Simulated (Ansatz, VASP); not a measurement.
## Si4IrPt in VASP and in Ansatz

```xyz
6
Lattice="4.2534 0.0000 0.0000 -2.1267 3.6836 0.0000 0.0000 0.0000 5.6029" Properties=species:S:1:pos:R:3 pbc="T T T"
Si    0.0000    2.4557    4.1382
Si    0.0000    2.4557    1.4647
Si    2.1267    1.2279    4.1382
Si    2.1267    1.2279    1.4647
Ir    0.0000    0.0000    2.8014
Pt    0.0000    0.0000    0.0000
```

Change from the starting cell: species swapped into the TiVB4 type (P6/mmm, No. 191).

Alike in both runs: functional PBE; k mesh 12 × 12 × 8; occupations gaussian, width 0.1 eV; no spin polarisation.

Ansatz relaxed the structure, and its values are those at the end. VASP's run is a single point on that final structure, the one shown.

|  | VASP | Ansatz |
| --- | --- | --- |
| version | VASP 6.6.1 | Ansatz 0.2.0 |
| potentials or method | VASP PAW PBE potentials, release 64 (Si, Ir, Pt), cutoff 520 eV | scalar-relativistic, plane waves, PAW |
| valence electrons in the cell | 35 | 51 |

|  | VASP | Ansatz | Ansatz less VASP |
| --- | --- | --- | --- |
| gap on the k mesh at the Fermi level (eV) | none | none | - |
| pressure (GPa) | 0.0 | 0.0 | -0.02 |
| rms of the force components (eV/Å) | 0.006 | 0.001 | -0.0052 |

A gap of «none» marks a metal or a gap that the smearing closes. With one functional, cell and mesh, what is left measures potentials, basis and numerics. VASP's potentials hold 35 valence electrons a cell and Ansatz's 51, so a difference there can come from the potentials and not from the codes.

Spin-orbit coupling is off throughout.
